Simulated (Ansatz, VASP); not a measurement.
# One calculation of WSe2, two programs

Contents of INCAR:

```
ALGO     = Normal         # electronic algorithm
EDIFF    = 1E-6           # SCF threshold, eV
ENCUT    = 520            # plane-wave cutoff, eV
GGA      = PE             # functional
ISIF     = 2              # what is computed and relaxed
ISMEAR   = -1             # smearing method
LASPH    = T              # aspherical terms in the spheres
LCHARG   = F              # write CHGCAR
LREAL    = F              # projectors in reciprocal space
LWAVE    = F              # write WAVECAR
NBANDS   = 20             # bands
NELM     = 60             # most SCF steps
PREC     = Accurate       # precision mode
SIGMA    = 0.2            # smearing width, eV
```

File KPOINTS:

```
k-points
0
Gamma
  6 6 6
```

POSCAR

```
WSe2
1.0
    1.6433003578      0.9487599040      6.4972669668
   -1.6433003578      0.9487599040      6.4972669668
    0.0000000000     -1.8975198079      6.4972669668
W Se
1 2
Direct
    0.0000000000      0.0000000000      0.0000000000
    0.2462563275      0.2462563275      0.2462563275
    0.7537436725      0.7537436725      0.7537436725
```

Input for Ansatz:

```yaml
crystal:
  lattice:
    - [1.6433003578, 0.948759904, 6.4972669668]
    - [-1.6433003578, 0.948759904, 6.4972669668]
    - [0.0, -1.8975198079, 6.4972669668]
  atoms:
    - { symbol: W, position: [0.0, 0.0, 0.0] }
    - { symbol: Se, position: [0.2462563275, 0.2462563275, 0.2462563275] }
    - { symbol: Se, position: [0.7537436725, 0.7537436725, 0.7537436725] }
kpoints:
  mp_grid: { grid: [6, 6, 6] }
hamiltonian:
  xc: pbe
scf:
  occupations: { method: fermi_dirac, width: 0.2 }
  n_extra_bands: 4
output:
  forces: true
  stress: true
  eigenvalues: true
```

Alike in both runs: task single point; functional PBE; k mesh 6 × 6 × 6; occupations fermi-dirac, width 0.2 eV; no spin polarisation.

```csv
,VASP,Ansatz
version,VASP 6.6.1,Ansatz 0.2.0
potentials or method,"VASP PAW PBE potentials, release 64 (W_sv, Se)",plane waves
plane-wave cutoff (eV),520,420
valence electrons in the cell,26,46
```

|  | VASP | Ansatz | Ansatz less VASP |
| --- | --- | --- | --- |
| pressure (GPa) | 3.9 | 3.6 | -0.29 |
| traceless stress, the component that is largest in VASP (GPa) | 1.32 | 1.28 | -0.044 |
| rms of the force components (eV/Å) | 0.159 | 0.140 | -0.0189 |

Atom by atom the forces differ by 0.019 eV/Å (rms over components). VASP's potentials hold 26 valence electrons a cell and Ansatz's 46, so a difference there can come from the potentials and not from the codes.

The k mesh is coarse, so the values compare programs but aren't converged. Spin-orbit coupling is off throughout.
